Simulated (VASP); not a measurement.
A run of VASP 6.6.1:

File POSCAR:

```
BN
1.0
    2.5324076112      0.0000000000      0.0000000000
   -1.2662038056      2.1931293240      0.0000000000
    0.0000000000      0.0000000000      4.1888785933
B N
2 2
Direct
    0.6666666667      0.3333333333      0.0002534944
    0.3333333333      0.6666666667      0.5002534944
    0.6666666667      0.3333333333      0.3747465056
    0.3333333333      0.6666666667      0.8747465056
```

File INCAR.step1:

```
ALGO = Normal
EDIFF = 1E-4
ENCUT = 520
GGA = PE
ISMEAR = 0
LASPH = True
LCHARG = False
LREAL = False
LWAVE = True
NBANDS = 16
NELM = 100
PREC = Accurate
SIGMA = 0.05
```

INCAR.step2

```
ALGO = Normal
EDIFF = 1E-7
ENCUT = 520
ISIF = 2
ISMEAR = 0
ISTART = 1
IVDW = 12
LASPH = True
LCHARG = False
LMIXTAU = True
LREAL = False
LWAVE = False
METAGGA = R2SCAN
NBANDS = 16
NELM = 100
PREC = Accurate
SIGMA = 0.05
VDW_A1 = 0.49484001
VDW_A2 = 5.73083694
VDW_S6 = 1.0
VDW_S8 = 0.78981345
```

KPOINTS

```
k-points
0
Gamma
  10 10 6
```

Potentials or basis: VASP PAW PBE potentials, release 64 (B, N).

Launch:

```sh
$ cat potpaw_PBE.64/B/POTCAR potpaw_PBE.64/N/POTCAR > POTCAR
$ cp INCAR.step1 INCAR
$ mpirun -np 1 vasp_std > vasp.out
$ cp INCAR.step2 INCAR
$ mpirun -np 1 vasp_std > vasp.out
```

Hardware: 1 thread of Intel(R) Xeon(R) Platinum 8375C CPU @ 2.90GHz (Ice Lake), with other jobs on the host.

How long does it take, and how much memory?

Wall time 59 s on 1 thread of Intel(R) Xeon(R) Platinum 8375C CPU @ 2.90GHz (Ice Lake), on a shared host, peak memory 0.16 GiB. Counts: k points 56.
